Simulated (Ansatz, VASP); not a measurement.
# Two plane-wave programs on NaScTe2

The input INCAR:

```
ALGO = Normal
EDIFF = 1E-6
ENCUT = 520
ISIF = 2
ISMEAR = -1
LASPH = T
LCHARG = F
LREAL = F
LWAVE = F
NBANDS = 23
NELM = 80
PREC = Accurate
SIGMA = 0.02
```

File KPOINTS:

```
k-points
0
Gamma
  6 6 4
```

The input POSCAR:

```
NaScTe2
1.0
    4.3099310190      0.0000000000      0.0000000000
    0.0000000000      4.3099310190      0.0000000000
    0.0000000000      0.0000000000      5.8991668818
Na Te Sc
1 2 1
Direct
    0.0000000000      0.0000000000      0.0000000000
    0.0000000000      0.0000000000      0.5000000000
    0.5000000000      0.5000000000      0.0000000000
    0.5000000000      0.5000000000      0.5000000000
```

Input for Ansatz:

```yaml
crystal:
  lattice:
    - [4.309931019, 0.0, 0.0]
    - [0.0, 4.309931019, 0.0]
    - [0.0, 0.0, 5.8991668818]
  atoms:
    - { symbol: Na, position: [0.0, 0.0, 0.0] }
    - { symbol: Te, position: [0.0, 0.0, 0.5] }
    - { symbol: Sc, position: [0.5, 0.5, 0.5] }
    - { symbol: Te, position: [0.5, 0.5, 0.0] }
kpoints:
  mp_grid: { grid: [6, 6, 4] }
  band_path:
    path:
      - [0.0, 0.0, 0.0]
      - [0.0, 0.5, 0.0]
      - [0.5, 0.5, 0.0]
      - [0.0, 0.0, 0.5]
      - [0.0, 0.5, 0.5]
      - [0.5, 0.5, 0.5]
      - [0.0, 0.0, 0.2]
    npoints: 1
hamiltonian:
  xc: lda
scf:
  occupations: { method: fermi_dirac, width: 0.02 }
  n_extra_bands: 5
output:
  forces: true
  stress: true
  eigenvalues: true
```

Alike in both runs: task single point; functional LDA; k mesh 6 × 6 × 4; occupations fermi-dirac, width 0.02 eV; no spin polarisation.

|  | VASP | Ansatz |
| --- | --- | --- |
| version | VASP 6.6.1 | Ansatz 0.2.0 |
| potentials or method | VASP PAW LDA potentials, release 64 (Na_pv, Te, Sc_sv) | plane waves, PAW |
| plane-wave cutoff (eV) | 520 | 420 |
| valence electrons in the cell | 30 | 52 |

|  | VASP | Ansatz | Ansatz less VASP |
| --- | --- | --- | --- |
| pressure (GPa) | -3.2 | -3.3 | -0.13 |

LDA's correlation is that of Perdew and Zunger in VASP and of Perdew and Wang (1992) in Ansatz. VASP's potentials hold 30 valence electrons a cell and Ansatz's 52, so a difference there can come from the potentials and not from the codes.

Spin-orbit coupling is off throughout.
